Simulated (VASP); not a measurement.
# GaP (I-4m2) in VASP: further runs

Runs on GaP. Level: r2SCAN. Tasks: single point.

Program: VASP 6.6.1. These are calculated values, not measurements. Logs are shortened: lines on timing, memory, paths and dates and some standing lists are left out, and cuts for length are marked.

## 1. The cell of the first run

The structure is tetragonal, space group I-4m2 (No. 119). Conventional cell: a = 3.854 Å, b = 3.854 Å, c = 5.342 Å, α = 90.00°, β = 90.00°, γ = 90.00°. Ga (site symmetry -4m2) has 4 P at 2.34 Å within 3.1 Å. P (site symmetry -4m2) has 4 Ga at 2.34 Å within 3.1 Å.

## 2. Single point, r2SCAN (uniaxial z strain -2.0%)

POSCAR

```
GaP
1.0
    0.0000000000      2.7253992874      2.6708913017
    2.7253992874      0.0000000000      2.6708913017
    2.7253992874      2.7253992874      0.0000000000
Ga P
1 1
Direct
    0.0000000000      0.0000000000      0.0000000000
    0.2500000000      0.2500000000      0.2500000000
```

INCAR.step1

```
SYSTEM = GaP
  PREC = Accurate
  ENCUT = 520
  ISMEAR = 0
  SIGMA = 0.01
  LREAL = .FALSE.
  LASPH = .TRUE.
  NELM = 60
  NBANDS = 16
  GGA = PE
  ALGO = Normal
  EDIFF = 1E-4
  LWAVE = .TRUE.
  LCHARG = .FALSE.
```

INCAR.step2

```
SYSTEM = GaP
  PREC = Accurate
  ENCUT = 520
  EDIFF = 1E-6
  ISMEAR = 0
  SIGMA = 0.01
  LREAL = .FALSE.
  LASPH = .TRUE.
  NELM = 60
  ALGO = Normal
  ISIF = 2
  LWAVE = .FALSE.
  LCHARG = .TRUE.
  METAGGA = R2SCAN
  LMIXTAU = .TRUE.
  LELF = .TRUE.
  LVHAR = .TRUE.
  NBANDS = 16
  ISTART = 1
```

KPOINTS

```
Automatic mesh
0
G
  8 8 8
  0 0 0
```

Potentials or basis: VASP PAW PBE potentials, release 64 (Ga_d, P).

Command:

```console
$ cat potpaw_PBE.64/Ga_d/POTCAR potpaw_PBE.64/P/POTCAR > POTCAR
$ cp INCAR.step1 INCAR
$ mpirun -np 1 vasp_std > vasp.out
$ cp INCAR.step2 INCAR
$ mpirun -np 1 vasp_std > vasp.out
```

OUTCAR:

```text
SYSTEM = GaP
   PREC = Accurate
   ENCUT = 520
   EDIFF = 1E-6
   ISMEAR = 0
   LREAL = .FALSE.
   LASPH = .TRUE.
   NELM = 60
   ISIF = 2
   METAGGA = R2SCAN
   ISTART = 1

 ion  position               nearest neighbor table
   1  0.000  0.000  0.000-   2 2.34   2 2.34   2 2.34   2 2.34
   2  0.250  0.250  0.250-   1 2.34   1 2.34   1 2.34   1 2.34

  LATTYP: Found a body centered tetragonal cell.
 ALAT       =     3.8542966351
 C/A-ratio  =     1.3859292912

  Lattice vectors:

 A1 = (   0.0000000000,  -2.7253992874,  -2.6708913017)
 A2 = (   0.0000000000,   2.7253992874,  -2.6708913017)
 A3 = (   2.7253992874,   0.0000000000,   2.6708913017)

Analysis of symmetry for initial positions (statically):
=====================================================================
 Subroutine PRICEL returns:
 Original cell was already a primitive cell.

 Routine SETGRP: Setting up the symmetry group for a
 body centered tetragonal supercell.

 Subroutine GETGRP returns: Found  8 space group operations
 (whereof  8 operations were pure point group operations)
 out of a pool of 16 trial point group operations.

The static configuration has the point symmetry D_2d.

Analysis of symmetry for dynamics (positions and initial velocities):
=====================================================================
 Subroutine PRICEL returns:
 Original cell was already a primitive cell.

 Routine SETGRP: Setting up the symmetry group for a
 body centered tetragonal supercell.

 Subroutine GETGRP returns: Found  8 space group operations
 (whereof  8 operations were pure point group operations)
 out of a pool of 16 trial point group operations.

The dynamic configuration has the point symmetry D_2d.

 Subroutine INISYM returns: Found  8 space group operations
 (whereof  8 operations are pure point group operations),
 and found     1 'primitive' translations

----------------------------------------------------------------------------------------

                                     Primitive cell

  volume of cell :      39.6777

  direct lattice vectors                    reciprocal lattice vectors
     0.000000000  2.725399287  2.670891302    -0.183459357  0.183459357  0.187203425
     2.725399287  0.000000000  2.670891302     0.183459357 -0.183459357  0.187203425
     2.725399287  2.725399287  0.000000000     0.183459357  0.183459357 -0.187203425

  length of vectors
     3.815948325  3.815948325  3.854296635     0.319937171  0.319937171  0.319937171

  position of ions in fractional coordinates (direct lattice)
     0.000000000  0.000000000  0.000000000
     0.250000000  0.250000000  0.250000000

  ion indices of the primitive-cell ions
   primitive index   ion index
                 1           1
                 2           2

----------------------------------------------------------------------------------------

 KPOINTS: Automatic mesh

Automatic generation of k-mesh.
 Grid dimensions read from file:
 generate k-points for:    8    8    8

 Generating k-lattice:

  Cartesian coordinates                     Fractional coordinates (reciprocal lattice)
    -0.022932420  0.022932420  0.023400428     0.125000000  0.000000000  0.000000000
     0.022932420 -0.022932420  0.023400428     0.000000000  0.125000000  0.000000000
     0.022932420  0.022932420 -0.023400428     0.000000000  0.000000000  0.125000000

  Length of vectors
     0.039992146  0.039992146  0.039992146

  Shift w.r.t. Gamma in fractional coordinates (k-lattice)
     0.000000000  0.000000000  0.000000000

 Subroutine IBZKPT returns following result:
 ===========================================

 Found     59 irreducible k-points:

 Following reciprocal coordinates:
            Coordinates               Weight
  0.000000  0.000000  0.000000      1.000000
  0.125000  0.000000  0.000000      8.000000
  0.250000  0.000000  0.000000      8.000000
  0.375000  0.000000  0.000000      8.000000
  0.500000  0.000000  0.000000      4.000000
  0.125000  0.125000  0.000000      2.000000
[... 16 lines left out ...]
  0.250000  0.000000  0.125000     16.000000
  0.375000  0.000000  0.125000     16.000000
 [... further k-points ...]
   k-points           NKPTS =     59   k-points in BZ     NKDIM =     59   number of bands    NBANDS=     16
   number of dos      NEDOS =    301   number of ions     NIONS =      2
   total plane-waves  NPLWV =  23520
   dimension x,y,z NGX =    28 NGY =   28 NGZ =   30
   dimension x,y,z NGXF=    56 NGYF=   56 NGZF=   60
   ions per type =               1   1
   NGX,Y,Z   is equivalent  to a cutoff of  12.20, 12.20, 12.94 a.u.
   NGXF,Y,Z  is equivalent  to a cutoff of  24.40, 24.40, 25.88 a.u.
 SYSTEM =  GaP
   PREC   = accura    normal or accurate (medium, high low for compatibility)
   ISTART =      1    job   : 0-new  1-cont  2-samecut
   ICHARG =      0    charge: 1-file 2-atom 10-const
   ISPIN  =      1    spin polarized calculation?
   LNONCOLLINEAR =      F non collinear calculations
[... 23 lines left out ...]
     AMIX     =   0.40;   BMIX     =  1.00
     AMIX_MAG =   1.60;   BMIX_MAG =  1.00
  volume/ion in A,a.u.               =      19.84       133.88
  Fermi-wavevector in a.u.,A,eV,Ry     =   1.257912  2.377109 21.529069  1.582342
  Thomas-Fermi vector in A             =   2.391547
   LORBIT       =      0    0 simple, 1 ext, 2 COOP (PROOUT), +10 PAW based schemes
   METAGGA = R2SCAN    functional components
   LHFCALC =     F    Hartree Fock is set to
   AEXX    =    0.0000 exact exchange contribution
   IVDW    =     0    specifies the selected vdW correction
   LEPSILON=     F    determine dielectric tensor
   LRPA    =     F    only Hartree local field effects (RPA)
 non-spin polarized calculation
 Gauss-broadening in eV      SIGMA  =   0.01
  energy-cutoff  :      520.00
  volume of cell :       39.68
 maximum number of plane-waves:      1086
   NGX = 15   NGY = 15   NGZ = 15

 number of electron      17.9999996 magnetization

 Free energy of the ion-electron system (eV)
  ---------------------------------------------------
  ext. energy  EPLUGINS =         0.00000000
  ---------------------------------------------------
  free energy    TOTEN  =       -21.45577124 eV

  energy without entropy =      -21.45577124  energy(sigma->0) =      -21.45577124

 E-fermi :   4.8239     XC(G=0): -10.6475

 val. band max:        4.7493374066   @ k =   0.0000   0.0000   0.0000
 cond. band min:       6.4123082906   @ k =   0.3750   0.3750   0.0000
 fundamental gap:      1.6629708840
 Fermi energy:         4.8239414536

 k-point     1 :       0.0000    0.0000    0.0000
  band No.  band energies     occupation
      1     -10.3559      2.00000
      2     -10.3555      2.00000
      3     -10.3497      2.00000
      4     -10.2352      2.00000
      5     -10.2323      2.00000
      6      -8.5078      2.00000
[... 8 lines left out ...]
     15      14.7797      0.00000
     16      15.1545      0.00000

 k-point     2 :       0.1250    0.0000    0.0000
  band No.  band energies     occupation
      1     -10.3721      2.00000
      2     -10.3500      2.00000
      3     -10.3462      2.00000
      4     -10.2354      2.00000
      5     -10.2320      2.00000
      6      -8.2881      2.00000
[... 8 lines left out ...]
     15      14.4592      0.00000
     16      15.1636      0.00000

 k-point     3 :       0.2500    0.0000    0.0000
  band No.  band energies     occupation
      1     -10.4097      2.00000
      2     -10.3383      2.00000
      3     -10.3349      2.00000
      4     -10.2345      2.00000
      5     -10.2300      2.00000
      6      -7.6691      2.00000
[... 8 lines left out ...]
     15      14.1950      0.00000
     16      15.3195      0.00000

 k-point     4 :       0.3750    0.0000    0.0000
  band No.  band energies     occupation
      1     -10.4422      2.00000
      2     -10.3292      2.00000
      3     -10.3257      2.00000
      4     -10.2312      2.00000
      5     -10.2252      2.00000
      6      -6.8072      2.00000
[... 8 lines left out ...]
     15      15.5073      0.00000
     16      15.5111      0.00000
[... 324 lines left out ...]
 k-point    22 :       0.1250    0.0000    0.1250
  band No.  band energies     occupation
      1     -10.3838      2.00000
      2     -10.3449      2.00000
      3     -10.3397      2.00000
      4     -10.2376      2.00000
      5     -10.2306      2.00000
      6      -8.2192      2.00000
[... 8 lines left out ...]
     15      15.2835      0.00000
     16      15.5344      0.00000

 k-point    23 :       0.2500    0.0000    0.1250
  band No.  band energies     occupation
      1     -10.4126      2.00000
      2     -10.3341      2.00000
      3     -10.3292      2.00000
      4     -10.2408      2.00000
      5     -10.2275      2.00000
      6      -7.7358      2.00000
[... 8 lines left out ...]
     15      15.2773      0.00000
     16      16.6206      0.00000

 k-point    24 :       0.3750    0.0000    0.1250
  band No.  band energies     occupation
      1     -10.4409      2.00000
      2     -10.3261      2.00000
      3     -10.3195      2.00000
      4     -10.2387      2.00000
      5     -10.2246      2.00000
      6      -6.9379      2.00000
[... 8 lines left out ...]
     15      16.0913      0.00000
     16      16.3490      0.00000

 [... further k-points ...]
[... 5 lines left out ...]
  --------------------------------------------------------------------------------------
  -------------------------------------------------------------------------------------
  Total        0.3177235      0.3177235      0.7203304      0.0000000      0.0000000      0.0000000
  in kB       12.8296079     12.8296079     29.0867927      0.0000000      0.0000000      0.0000000
  external PRESSURE =      18.2486695 kB  Pullay stress =       0.0000000 kB

 VOLUME and BASIS-vectors are now :
 -----------------------------------------------------------------------------
  energy-cutoff  :      520.00
  volume of cell :       39.68
      direct lattice vectors                 reciprocal lattice vectors
     0.000000000  2.725399287  2.670891302    -0.183459357  0.183459357  0.187203425
     2.725399287  0.000000000  2.670891302     0.183459357 -0.183459357  0.187203425
     2.725399287  2.725399287  0.000000000     0.183459357  0.183459357 -0.187203425

 POSITION                                       TOTAL-FORCE (eV/Angst)
 -----------------------------------------------------------------------------------
      0.00000      0.00000      0.00000        -0.000000     -0.000000     -0.000000
      1.36270      1.36270      1.33545         0.000000      0.000000      0.000000
 -----------------------------------------------------------------------------------
    total drift:                               -0.000159     -0.000159     -0.000452

  FREE ENERGIE OF THE ION-ELECTRON SYSTEM (eV)
  ---------------------------------------------------
  free  energy   TOTEN  =       -21.4557712382 eV

  energy  without entropy=      -21.4557712382  energy(sigma->0) =      -21.45577124
```

Run time: 1.8 min. Hardware: 1 thread of Intel Xeon 6975P-C, shared host; peak memory 0.2 GiB.

Results:

| Item | Value |
| --- | --- |
| Free energy | -21.4558 eV |
| Pressure | 1.8 GPa |
| Band gap on the k mesh | 1.66 eV, indirect (least direct gap 2.44 eV) |

Levels at points of the mesh, in eV from the valence-band top:
```tsv
k point	band 5	band 6	band 7	band 8	band 9	band 10	band 11	band 12	band 13	band 14
(0.00, 0.00, 0.00)	-14.98	-13.26	-0.12	-0.12	0.00	2.44	4.08	4.12	4.12	9.48
(0.50, 0.00, 0.00)	-14.97	-11.03	-7.04	-1.37	-1.19	2.02	4.89	5.07	8.80	11.71
(0.50, 0.50, 0.00)	-14.95	-10.00	-7.04	-3.05	-3.05	1.69	1.87	11.42	11.42	12.26
(0.50, 0.00, 0.50)	-14.96	-10.10	-7.18	-2.91	-2.89	1.84	2.08	11.38	11.43	12.05
```

Caveat: the cell differs from its parent crystal (uniaxial z strain -2.0%); the PAW data sets were made with another functional, which shifts forces and pressure a little.

## 3. Single point, r2SCAN (uniaxial z strain -1.0%)

POSCAR

```
GaP
1.0
    0.0000000000      2.7253992874      2.6981452945
    2.7253992874      0.0000000000      2.6981452945
    2.7253992874      2.7253992874      0.0000000000
Ga P
1 1
Direct
    0.0000000000      0.0000000000      0.0000000000
    0.2500000000      0.2500000000      0.2500000000
```

INCAR.step1

```
SYSTEM = GaP
PREC = Accurate
ENCUT = 520
ISMEAR = 0
SIGMA = 0.01
LREAL = .FALSE.
LASPH = .TRUE.
NELM = 80
NBANDS = 16
GGA = PE
ALGO = Normal
EDIFF = 1E-4
LWAVE = .TRUE.
LCHARG = .FALSE.
```

INCAR.step2

```
SYSTEM = GaP
PREC = Accurate
ENCUT = 520
EDIFF = 1E-6
ISMEAR = 0
SIGMA = 0.01
LREAL = .FALSE.
LASPH = .TRUE.
NELM = 80
ALGO = Normal
ISIF = 2
LWAVE = .FALSE.
LCHARG = .FALSE.
METAGGA = R2SCAN
LMIXTAU = .TRUE.
NBANDS = 16
ISTART = 1
```

KPOINTS

```
regular mesh
0
G
  8 8 8
  0 0 0
```

Potentials or basis: VASP PAW PBE potentials, release 64 (Ga_d, P).

Command:

```console
$ cat potpaw_PBE.64/Ga_d/POTCAR potpaw_PBE.64/P/POTCAR > POTCAR
$ cp INCAR.step1 INCAR
$ mpirun -np 1 vasp_std > vasp.out
$ cp INCAR.step2 INCAR
$ mpirun -np 1 vasp_std > vasp.out
```

Run time: 1.7 min. Hardware: 1 thread of Intel Xeon 6975P-C, shared host; peak memory 0.19 GiB.

Results (log left out):

```
Free energy            : -21.4614 eV
Pressure               : 0.9 GPa
Band gap on the k mesh : 1.78 eV, indirect (least direct gap 2.39 eV)
```

Stress tensor (GPa, compression positive):
```
0.61 0.00 0.00
0.00 0.61 0.00
0.00 0.00 1.40
```

Levels at points of the mesh, in eV from the valence-band top:
| k point | band 5 | band 6 | band 7 | band 8 | band 9 | band 10 | band 11 | band 12 | band 13 | band 14 |
| --- | --- | --- | --- | --- | --- | --- | --- | --- | --- | --- |
| (0.00, 0.00, 0.00) | -14.93 | -13.14 | -0.06 | -0.06 | 0.00 | 2.39 | 4.13 | 4.16 | 4.16 | 9.47 |
| (0.50, 0.00, 0.00) | -14.92 | -10.94 | -6.94 | -1.27 | -1.18 | 2.03 | 4.97 | 5.06 | 8.82 | 11.68 |
| (0.50, 0.50, 0.00) | -14.90 | -9.96 | -7.00 | -2.92 | -2.92 | 1.80 | 1.99 | 11.38 | 11.38 | 12.13 |
| (0.50, 0.00, 0.50) | -14.91 | -10.01 | -7.07 | -2.85 | -2.85 | 1.88 | 2.09 | 11.38 | 11.39 | 12.03 |

Caveat: the cell differs from its parent crystal (uniaxial z strain -1.0%); the PAW data sets were made with another functional, which shifts forces and pressure a little.

## 4. Single point, r2SCAN (uniaxial z strain +1.0%)

POSCAR

```
GaP
1.0
    0.0000000000      2.7253992874      2.7526532803
    2.7253992874      0.0000000000      2.7526532803
    2.7253992874      2.7253992874      0.0000000000
Ga P
1 1
Direct
    0.0000000000      0.0000000000      0.0000000000
    0.2500000000      0.2500000000      0.2500000000
```

INCAR.step1

```
ALGO     = Normal         # electronic algorithm
EDIFF    = 1E-4           # SCF threshold, eV
ENCUT    = 520            # plane-wave cutoff, eV
GGA      = PE             # functional
ISMEAR   = 0              # smearing method
LASPH    = T              # aspherical terms in the spheres
LCHARG   = F              # write CHGCAR
LREAL    = F              # projectors in reciprocal space
LWAVE    = T              # write WAVECAR
NBANDS   = 16             # bands
NELM     = 60             # most SCF steps
PREC     = Accurate       # precision mode
SIGMA    = 0.01           # smearing width, eV
```

INCAR.step2

```
ALGO     = Normal         # electronic algorithm
EDIFF    = 1E-6           # SCF threshold, eV
ENCUT    = 520            # plane-wave cutoff, eV
ISIF     = 2              # what is computed and relaxed
ISMEAR   = 0              # smearing method
ISTART   = 1            
LASPH    = T              # aspherical terms in the spheres
LCHARG   = F              # write CHGCAR
LMIXTAU  = T            
LREAL    = F              # projectors in reciprocal space
LWAVE    = F              # write WAVECAR
METAGGA  = R2SCAN         # meta-GGA
NBANDS   = 16             # bands
NELM     = 60             # most SCF steps
PREC     = Accurate       # precision mode
SIGMA    = 0.01           # smearing width, eV
```

KPOINTS

```
k-points
0
Gamma
  8 8 8
```

Command:

```console
$ cat potpaw_PBE.64/Ga_d/POTCAR potpaw_PBE.64/P/POTCAR > POTCAR
$ cp INCAR.step1 INCAR
$ mpirun -np 1 vasp_std > vasp.out
$ cp INCAR.step2 INCAR
$ mpirun -np 1 vasp_std > vasp.out
```

Wall time 1.8 min (1 thread of Intel Xeon 6975P-C, shared host); peak memory 0.19 GiB.

It converged, with:

```
Free energy            : -21.4612 eV
Pressure               : -0.9 GPa
Band gap on the k mesh : 1.87 eV, indirect (least direct gap 2.23 eV)
```

Stress tensor (GPa, compression positive):
```
-0.62  0.00  0.00
 0.00 -0.62  0.00
 0.00  0.00 -1.43
```

Levels at points of the mesh, in eV from the valence-band top:
```tsv
k point	band 7	band 8	band 9	band 10	band 11	band 12
(0.00, 0.00, 0.00)	-0.06	0.00	0.00	2.23	4.17	4.17
(0.50, 0.00, 0.00)	-6.80	-1.22	-1.13	1.98	5.00	5.08
(0.50, 0.50, 0.00)	-6.97	-2.73	-2.73	1.96	2.16	11.26
(0.50, 0.00, 0.50)	-6.90	-2.81	-2.80	1.89	2.06	11.24
```

Caveat: the cell differs from its parent crystal (uniaxial z strain +1.0%); the PAW data sets were made with another functional, which shifts forces and pressure a little. A k mesh can miss the band edges.

## 5. Single point, r2SCAN (uniaxial z strain +2.0%)

POSCAR

```
GaP
1.0
    0.0000000000      2.7253992874      2.7799072732
    2.7253992874      0.0000000000      2.7799072732
    2.7253992874      2.7253992874      0.0000000000
Ga P
1 1
Direct
    0.0000000000      0.0000000000      0.0000000000
    0.2500000000      0.2500000000      0.2500000000
```

INCAR.step1

```
ALGO = Normal
EDIFF = 1E-4
ENCUT = 520
GGA = PE
ISMEAR = 0
LASPH = T
LCHARG = F
LREAL = F
LWAVE = T
NBANDS = 16
NELM = 100
PREC = Accurate
SIGMA = 0.01
```

INCAR.step2

```
ALGO = Normal
EDIFF = 1E-7
ENCUT = 520
ISIF = 2
ISMEAR = 0
ISTART = 1
LASPH = T
LCHARG = T
LELF = T
LMIXTAU = T
LREAL = F
LVHAR = T
LWAVE = F
METAGGA = R2SCAN
NBANDS = 16
NELM = 100
PREC = Accurate
SIGMA = 0.01
```

KPOINTS is that of step 4.

Command:

```console
$ cat potpaw_PBE.64/Ga_d/POTCAR potpaw_PBE.64/P/POTCAR > POTCAR
$ cp INCAR.step1 INCAR
$ mpirun -np 1 vasp_std > vasp.out
$ cp INCAR.step2 INCAR
$ mpirun -np 1 vasp_std > vasp.out
```

It took 1.9 min on 1 thread of Intel Xeon 6975P-C, shared host; peak memory 0.19 GiB.

Results (log left out):

```
Free energy            : -21.4558 eV
Pressure               : -1.7 GPa
Band gap on the k mesh : 1.83 eV, indirect (least direct gap 2.13 eV)
```

Stress tensor (GPa, compression positive):
```
-1.16  0.00  0.00
 0.00 -1.16  0.00
 0.00  0.00 -2.83
```

Levels at points of the mesh, in eV from the valence-band top:
| k point | band 6 | band 7 | band 8 | band 9 | band 10 | band 11 | band 12 | band 13 |
| --- | --- | --- | --- | --- | --- | --- | --- | --- |
| (0.00, 0.00, 0.00) | -12.91 | -0.12 | 0.00 | 0.00 | 2.13 | 4.14 | 4.14 | 4.19 |
| (0.50, 0.00, 0.00) | -10.81 | -6.77 | -1.26 | -1.09 | 1.93 | 4.96 | 5.10 | 8.75 |
| (0.50, 0.50, 0.00) | -9.97 | -6.99 | -2.67 | -2.67 | 2.01 | 2.21 | 11.16 | 11.16 |
| (0.50, 0.00, 0.50) | -9.88 | -6.85 | -2.82 | -2.81 | 1.87 | 2.01 | 11.11 | 11.13 |

Caveat: the cell differs from its parent crystal (uniaxial z strain +2.0%); the PAW data sets were made with another functional, which shifts forces and pressure a little. A k mesh can miss the band edges.

## 6. The runs side by side

```tsv
cell	gap on the mesh (eV)	pressure (GPa)
a = 3.816, b = 3.816, c = 3.854 Å, angles 59.7, 59.7, 60.7°, 2 atoms	1.66	1.8
a = 3.835, b = 3.835, c = 3.854 Å, angles 59.8, 59.8, 60.3°, 2 atoms	1.78	0.9
a = 3.874, b = 3.874, c = 3.854 Å, angles 60.2, 60.2, 59.7°, 2 atoms	1.87	-0.9
a = 3.893, b = 3.893, c = 3.854 Å, angles 60.3, 60.3, 59.3°, 2 atoms	1.83	-1.7
```

Alike in all rows: task single point; level r2SCAN; potentials or basis VASP PAW PBE potentials, release 64 (Ga_d, P); no spin polarisation; k mesh 8 × 8 × 8; cutoff (eV) 520; smearing gaussian 0.01 eV.

Caveats: the PAW data sets were made with another functional, which shifts forces and pressure a little.

Absolute energies hang on the potentials; compare differences alone.
